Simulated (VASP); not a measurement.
# InSe2 (P4/nmm) in VASP: single point with r2SCAN

Aim: the single point of InSe2 with r2SCAN.

Everything below comes from runs of VASP 6.6.1. Logs are shortened: lines on timing, memory, paths and dates and some standing lists are left out, and cuts for length are marked.

### 1 The cell of the first run

It takes space group P4/nmm (No. 129, tetragonal). The conventional cell has a = 3.861 Å, b = 3.861 Å, c = 9.552 Å, α = 90.00°, β = 90.00°, γ = 90.00°. Within 3.7 Å of In (site symmetry 4mm) lie 9 Se at 2.81 to 3.42 Å. Within 4.0 Å of Se (site symmetry 4mm) lie 5 In at 2.81 to 3.25 Å and 12 Se at 3.77 to 3.97 Å. Within 3.6 Å of Se (site symmetry -4m2) lie 4 Se at 2.73 Å and 4 In at 3.42 Å.

### 2 Single point, r2SCAN

Contents of POSCAR:

```
InSe2
1.0
    3.8607293025      0.0000000000      0.0000000000
    0.0000000000      3.8607293025      0.0000000000
    0.0000000000      0.0000000000      9.5518376170
In Se
2 4
Direct
    0.0000000000      0.5000000000      0.7040926070
    0.5000000000      0.0000000000      0.2959073930
    0.0000000000      0.5000000000      0.3636773638
    0.5000000000      0.0000000000      0.6363226362
    0.0000000000      0.0000000000      0.0000000000
    0.5000000000      0.5000000000      0.0000000000
```

Contents of INCAR.step1:

```
SYSTEM = InSe2
PREC     = Accurate       ! precision mode
ENCUT    = 550            ! plane-wave cutoff, eV
ISMEAR   = 0              ! smearing method
SIGMA    = 0.1            ! smearing width, eV
LREAL    = .FALSE.        ! projectors in reciprocal space
LASPH    = .TRUE.         ! aspherical terms in the spheres
NELM     = 120            ! most SCF steps
NBANDS   = 34             ! bands
GGA      = PE             ! functional
ALGO     = Normal         ! electronic algorithm
EDIFF    = 1E-5           ! SCF threshold, eV
LWAVE    = .TRUE.         ! write WAVECAR
LCHARG   = .FALSE.        ! write CHGCAR
GGA_COMPAT= .FALSE.
```

Contents of INCAR.step2:

```
SYSTEM = InSe2
PREC     = Accurate       ! precision mode
ENCUT    = 550            ! plane-wave cutoff, eV
EDIFF    = 1E-6           ! SCF threshold, eV
ISMEAR   = 0              ! smearing method
SIGMA    = 0.1            ! smearing width, eV
LREAL    = .FALSE.        ! projectors in reciprocal space
LASPH    = .TRUE.         ! aspherical terms in the spheres
NELM     = 120            ! most SCF steps
ALGO     = Normal         ! electronic algorithm
ISIF     = 2              ! what is computed and relaxed
LWAVE    = .FALSE.        ! write WAVECAR
LCHARG   = .FALSE.        ! write CHGCAR
METAGGA  = R2SCAN         ! meta-GGA
LMIXTAU  = .TRUE.       
NBANDS   = 34             ! bands
ISTART   = 1            
GGA_COMPAT= .FALSE.
```

Contents of KPOINTS:

```
Automatic mesh
0
G
  10 10 4
  0 0 0
```

Potentials or basis: VASP PAW PBE potentials, release 64 (In_d, Se).

Launch:

```console
$ cat potpaw_PBE.64/In_d/POTCAR potpaw_PBE.64/Se/POTCAR > POTCAR
$ cp INCAR.step1 INCAR
$ mpirun -np 1 vasp_std > vasp.out
$ cp INCAR.step2 INCAR
$ mpirun -np 1 vasp_std > vasp.out
```

OUTCAR:

```text
SYSTEM = InSe2
   PREC = Accurate
   ENCUT = 550
   EDIFF = 1E-6
   ISMEAR = 0
   LREAL = .FALSE.
   LASPH = .TRUE.
   NELM = 120
   ISIF = 2
   METAGGA = R2SCAN
   ISTART = 1

 ion  position               nearest neighbor table
   1  0.000  0.500  0.704-   4 2.81   4 2.81   4 2.81   4 2.81   3 3.25
   2  0.500  0.000  0.296-   3 2.81   3 2.81   3 2.81   3 2.81   4 3.25
   3  0.000  0.500  0.364-   2 2.81   2 2.81   2 2.81   2 2.81   1 3.25
   4  0.500  0.000  0.636-   1 2.81   1 2.81   1 2.81   1 2.81   2 3.25
   5  0.000  0.000  0.000-   6 2.73   6 2.73   6 2.73   6 2.73
   6  0.500  0.500  0.000-   5 2.73   5 2.73   5 2.73   5 2.73

  LATTYP: Found a simple tetragonal cell.
 ALAT       =     3.8607293025
 C/A-ratio  =     2.4741018778

  Lattice vectors:

 A1 = (   3.8607293025,   0.0000000000,   0.0000000000)
 A2 = (   0.0000000000,   3.8607293025,   0.0000000000)
 A3 = (   0.0000000000,   0.0000000000,   9.5518376170)

Analysis of symmetry for initial positions (statically):
=====================================================================
 Subroutine PRICEL returns:
 Original cell was already a primitive cell.

 Routine SETGRP: Setting up the symmetry group for a
 simple tetragonal supercell.

 Subroutine GETGRP returns: Found 16 space group operations
 (whereof  8 operations were pure point group operations)
 out of a pool of 16 trial point group operations.

The static configuration has the point symmetry D_2d.
 The point group associated with its full space group is D_4h.

Analysis of symmetry for dynamics (positions and initial velocities):
=====================================================================
 Subroutine PRICEL returns:
 Original cell was already a primitive cell.

 Routine SETGRP: Setting up the symmetry group for a
 simple tetragonal supercell.

 Subroutine GETGRP returns: Found 16 space group operations
 (whereof  8 operations were pure point group operations)
 out of a pool of 16 trial point group operations.

The dynamic configuration has the point symmetry D_2d.
 The point group associated with its full space group is D_4h.

 Subroutine INISYM returns: Found 16 space group operations
 (whereof  8 operations are pure point group operations),
 and found     1 'primitive' translations

----------------------------------------------------------------------------------------

                                     Primitive cell

  volume of cell :     142.3723
[... 100 lines left out ...]
   NSW    =      0    number of steps for IOM
   IBRION =     -1    ionic relax: 0-MD 1-quasi-New 2-CG
   NFREE  =      0    steps in history (QN), initial steepest desc. (CG)
   ISIF   =      2    stress and relaxation
   ISYM   =      2    0-nonsym 1-usesym 2-fastsym
   POTIM  = 0.5000    time-step for ionic-motion
   TEBEG  =    0.0;   TEEND  =   0.0 temperature during run
   PSTRESS=    0.0 pullay stress
   NELECT =      50.0000    total number of electrons
   NUPDOWN=      -1.0000    fix difference up-down
   EMIN   =  10.00;   EMAX   =-10.00  energy-range for DOS
   EFERMI =   0.00;   METHOD = LEGACY
   ISMEAR =     0;   SIGMA  =   0.10  broadening in eV -4-tet -1-fermi 0-gaus
   EFERMI_NEDOS =   21; number of points for ismear=-14 and -15
   IALGO  =     38    algorithm
   IMIX   =      4    mixing-type and parameters
     AMIX     =   0.40;   BMIX     =  1.00
     AMIX_MAG =   1.60;   BMIX_MAG =  1.00
  volume/ion in A,a.u.               =      23.73       160.13
  Fermi-wavevector in a.u.,A,eV,Ry     =   1.155020  2.182672 18.151150  1.334072
  Thomas-Fermi vector in A             =   2.291652
   LORBIT       =      0    0 simple, 1 ext, 2 COOP (PROOUT), +10 PAW based schemes
   METAGGA = R2SCAN    functional components
   LHFCALC =     F    Hartree Fock is set to
   AEXX    =    0.0000 exact exchange contribution
   IVDW    =     0    specifies the selected vdW correction
   LEPSILON=     F    determine dielectric tensor
   LRPA    =     F    only Hartree local field effects (RPA)
 non-spin polarized calculation
 Gauss-broadening in eV      SIGMA  =   0.10
  energy-cutoff  :      550.00
  volume of cell :      142.37
 maximum number of plane-waves:      4221
 NGX is ok and might be reduce to    30
   NGX = 15   NGY = 15   NGZ = 37

 number of electron      49.9999989 magnetization

 Free energy of the ion-electron system (eV)
  ---------------------------------------------------
  ext. energy  EPLUGINS =         0.00000000
  ---------------------------------------------------
  free energy    TOTEN  =      -104.00082132 eV

  energy without entropy =     -103.98696274  energy(sigma->0) =     -103.99389203

 E-fermi :   5.3215     XC(G=0): -10.5000

 val. band max:        5.3123351032   @ k =   0.4000   0.2000   0.0000
 cond. band min:       5.3271915929   @ k =   0.1000   0.0000   0.0000
 fundamental gap:      0.0148564896
 Fermi energy:         5.3215085123

 k-point     1 :       0.0000    0.0000    0.0000
  band No.  band energies     occupation
      1     -10.6685      2.00000
      2     -10.2614      2.00000
      3     -10.1967      2.00000
      4      -9.9884      2.00000
      5      -9.9850      2.00000
      6      -9.9603      2.00000
[... 877 lines left out ...]
     33      11.2518      0.00000
     34      12.0601      0.00000

 [... further k-points ...]

------------------------ aborting loop because EDIFF is reached ----------------------------------------

  FORCE on cell =-STRESS in cart. coord.  units (eV):
  Direction    XX          YY          ZZ          XY          YZ          ZX
  --------------------------------------------------------------------------------------
  -------------------------------------------------------------------------------------
  Total        0.0234488      0.0234488     -0.0024199      0.0000000     -0.0000000      0.0000000
  in kB        0.2638798      0.2638798     -0.0272326      0.0000000     -0.0000000      0.0000000
  external PRESSURE =       0.1668424 kB  Pullay stress =       0.0000000 kB

 VOLUME and BASIS-vectors are now :
 -----------------------------------------------------------------------------
  energy-cutoff  :      550.00
  volume of cell :      142.37
      direct lattice vectors                 reciprocal lattice vectors
     3.860729302  0.000000000  0.000000000     0.259018419  0.000000000  0.000000000
     0.000000000  3.860729302  0.000000000     0.000000000  0.259018419  0.000000000
     0.000000000  0.000000000  9.551837617     0.000000000  0.000000000  0.104691897

 POSITION                                       TOTAL-FORCE (eV/Angst)
 -----------------------------------------------------------------------------------
      0.00000      1.93036      6.72538        -0.000000      0.000000     -0.000751
      1.93036      0.00000      2.82646         0.000000      0.000000      0.000751
      0.00000      1.93036      3.47379         0.000000     -0.000000      0.004641
      1.93036      0.00000      6.07805         0.000000      0.000000     -0.004641
      0.00000      0.00000      0.00000        -0.000000      0.000000      0.000000
      1.93036      1.93036      0.00000        -0.000000     -0.000000      0.000000
 -----------------------------------------------------------------------------------
    total drift:                                0.000000      0.000000      0.000000

  FREE ENERGIE OF THE ION-ELECTRON SYSTEM (eV)
  ---------------------------------------------------
  free  energy   TOTEN  =      -104.0008213173 eV

  energy  without entropy=     -103.9869627373  energy(sigma->0) =     -103.99389203
```

OUTCAR.step1:

```text
SYSTEM = InSe2
   PREC = Accurate
   ENCUT = 550
   ISMEAR = 0
   LREAL = .FALSE.
   LASPH = .TRUE.
[... 1128 lines left out ...]
      1.93036      0.00000      6.07805         0.000000      0.000000     -0.120822
      0.00000      0.00000      0.00000         0.000000      0.000000      0.000000
      1.93036      1.93036      0.00000         0.000000     -0.000000      0.000000
 -----------------------------------------------------------------------------------
    total drift:                                0.000000      0.000000      0.000000

  FREE ENERGIE OF THE ION-ELECTRON SYSTEM (eV)
  ---------------------------------------------------
  free  energy   TOTEN  =       -20.2634270057 eV

  energy  without entropy=      -20.2480051780  energy(sigma->0) =      -20.25571609
```

OSZICAR.step1:

```text
N       E                     dE             d eps       ncg     rms          rms(c)
DAV:   1     0.460845660670E+03    0.46085E+03   -0.22953E+04  4284   0.168E+03
DAV:   2     0.432167757352E+02   -0.41763E+03   -0.39951E+03  4332   0.409E+02
DAV:   3    -0.174055049159E+02   -0.60622E+02   -0.57924E+02  5492   0.154E+02
DAV:   4    -0.207055749080E+02   -0.33001E+01   -0.32547E+01  5176   0.343E+01
DAV:   5    -0.208153846952E+02   -0.10981E+00   -0.10961E+00  5824   0.680E+00    0.760E+00
DAV:   6    -0.202935748423E+02    0.52181E+00   -0.69791E-01  5936   0.143E+01    0.449E+00
DAV:   7    -0.202692509098E+02    0.24324E-01   -0.47837E-01  6228   0.538E+00    0.112E+00
DAV:   8    -0.202629674398E+02    0.62835E-02   -0.70808E-02  6158   0.296E+00    0.557E-01
DAV:   9    -0.202634646502E+02   -0.49721E-03   -0.70603E-03  5078   0.483E-01    0.168E-01
DAV:  10    -0.202634193951E+02    0.45255E-04   -0.10040E-03  6408   0.374E-01    0.980E-02
DAV:  11    -0.202634178790E+02    0.15161E-05   -0.22042E-04  5718   0.133E-01    0.473E-02
DAV:  12    -0.202634294348E+02   -0.11556E-04   -0.62246E-05  5180   0.715E-02    0.147E-02
DAV:  13    -0.202634270057E+02    0.24291E-05   -0.76124E-06  2426   0.238E-02
   1 F= -.20263427E+02 E0= -.20255716E+02  d E =-.154218E-01
```

Wall time 25 min (1 thread of Oxide Virtual Turin-like, shared host); peak memory 0.43 GiB.

Results:

| Quantity | Value |
| --- | --- |
| Free energy | -104.0008 eV |
| Pressure | 0.0 GPa |
| Largest force | 0.005 eV/Å |
| Band gap on the k mesh | zero (bands 25 and 26 overlap by 2.42 eV) |

Forces in eV/Å, atoms in the order of the input:
```
In   0.000  0.000 -0.001
In   0.000  0.000  0.001
Se   0.000  0.000  0.005
Se   0.000  0.000 -0.005
Se   0.000  0.000  0.000
Se   0.000  0.000  0.000
```

Caveat: the PAW data sets were made with another functional, which shifts forces and pressure a little; spin-orbit coupling is left out, which moves the levels of the heavy elements.
